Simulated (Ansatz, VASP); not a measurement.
## SiC: VASP beside Ansatz

Contents of POSCAR:

```
SiC
1.0
    1.5101179790      0.8718670217      5.2126003613
   -1.5101179790      0.8718670217      5.2126003613
    0.0000000000     -1.7437340434      5.2126003612
C Si
2 2
Direct
    0.4491910690      0.4491910690      0.4491910690
    0.5508089310      0.5508089310      0.5508089310
    0.9254740593      0.9254740593      0.9254740593
    0.0745259407      0.0745259407      0.0745259407
```

Contents of INCAR.step1:

```
SYSTEM = SiC
PREC     = Accurate       ! precision mode
ENCUT    = 520            ! plane-wave cutoff, eV
ISMEAR   = 0              ! smearing method
SIGMA    = 0.01           ! smearing width, eV
LREAL    = .False.        ! projectors in reciprocal space
LASPH    = .True.         ! aspherical terms in the spheres
NELM     = 80             ! most SCF steps
NBANDS   = 16             ! bands
GGA      = PE             ! functional
ALGO     = Normal         ! electronic algorithm
EDIFF    = 1E-4           ! SCF threshold, eV
LWAVE    = .True.         ! write WAVECAR
LCHARG   = .False.        ! write CHGCAR
```

The input INCAR.step2:

```
SYSTEM = SiC
PREC     = Accurate       ! precision mode
ENCUT    = 520            ! plane-wave cutoff, eV
EDIFF    = 1E-6           ! SCF threshold, eV
ISMEAR   = 0              ! smearing method
SIGMA    = 0.01           ! smearing width, eV
LREAL    = .False.        ! projectors in reciprocal space
LASPH    = .True.         ! aspherical terms in the spheres
NELM     = 80             ! most SCF steps
ALGO     = Normal         ! electronic algorithm
ISIF     = 2              ! what is computed and relaxed
LWAVE    = .False.        ! write WAVECAR
LCHARG   = .False.        ! write CHGCAR
METAGGA  = R2SCAN         ! meta-GGA
LMIXTAU  = .True.       
NBANDS   = 16             ! bands
ISTART   = 1
```

File KPOINTS:

```
Automatic mesh
0
Gamma
  8 8 8
  0 0 0
```

Input for Ansatz:

```yaml
crystal:
  lattice:
    - [1.510117979, 0.8718670217, 5.2126003613]
    - [-1.510117979, 0.8718670217, 5.2126003613]
    - [0.0, -1.7437340434, 5.2126003612]
  atoms:
    - { symbol: C, position: [0.449191069, 0.449191069, 0.449191069] }
    - { symbol: Si, position: [0.9254740593, 0.9254740593, 0.9254740593] }
    - { symbol: Si, position: [0.0745259407, 0.0745259407, 0.0745259407] }
    - { symbol: C, position: [0.550808931, 0.550808931, 0.550808931] }
kpoints:
  mp_grid: { grid: [8, 8, 8] }
hamiltonian:
  xc: r2scan
scf:
  occupations: { method: fixed }
  n_extra_bands: 5
output:
  forces: true
  stress: true
  eigenvalues: true
```

Alike in both runs: task single point; functional r2SCAN; k mesh 8 × 8 × 8; no spin polarisation.

|  | VASP | Ansatz |
| --- | --- | --- |
| version | VASP 6.6.1 | Ansatz 0.2.0 |
| potentials or method | VASP PAW PBE potentials, release 64 (C, Si) | plane waves, PAW |
| plane-wave cutoff (eV) | 520 | 500 |
| occupations | gaussian, width 0.01 eV | fixed |
| valence electrons in the cell | 16 | 16 |

```csv
,VASP,Ansatz,Ansatz less VASP
gap on the k mesh at the Fermi level (eV),0.60,0.58,-0.012
pressure (GPa),14.3,14.6,+0.22
rms of the force components (eV/Å),0.127,0.123,-0.0047
```

VASP's potentials were made for PBE, not for r2SCAN.
